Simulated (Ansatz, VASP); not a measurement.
CsSnBr3 in VASP and in Ansatz

```
CELL_PARAMETERS angstrom
6.02322 0.00000 0.00000
0.00000 6.02322 0.00000
0.00000 0.00000 6.02322
ATOMIC_POSITIONS crystal
Cs 0.00000 0.00000 0.00000
Sn 0.50000 0.50000 0.50000
Br 0.50000 0.50000 0.00000
Br 0.50000 0.00000 0.50000
Br 0.00000 0.50000 0.50000
```

Alike in both runs: task single point; functional PBE; k mesh 4 × 4 × 4; no spin polarisation.

```csv
,VASP,Ansatz
version,VASP 6.6.1,Ansatz 0.2.0
potentials or method,"VASP PAW PBE potentials, release 64 (Cs_sv, Sn_d, Br)","plane waves, PAW"
plane-wave cutoff (eV),500,420
occupations,"gaussian, width 0.01 eV",fixed
valence electrons in the cell,44,44
```

|  | VASP | Ansatz | Ansatz less VASP |
| --- | --- | --- | --- |
| gap on the k mesh at the Fermi level (eV) | 0.93 | 0.93 | 0.000 |
| pressure (GPa) | -1.0 | -1.0 | +0.01 |

Spin-orbit coupling is off throughout.
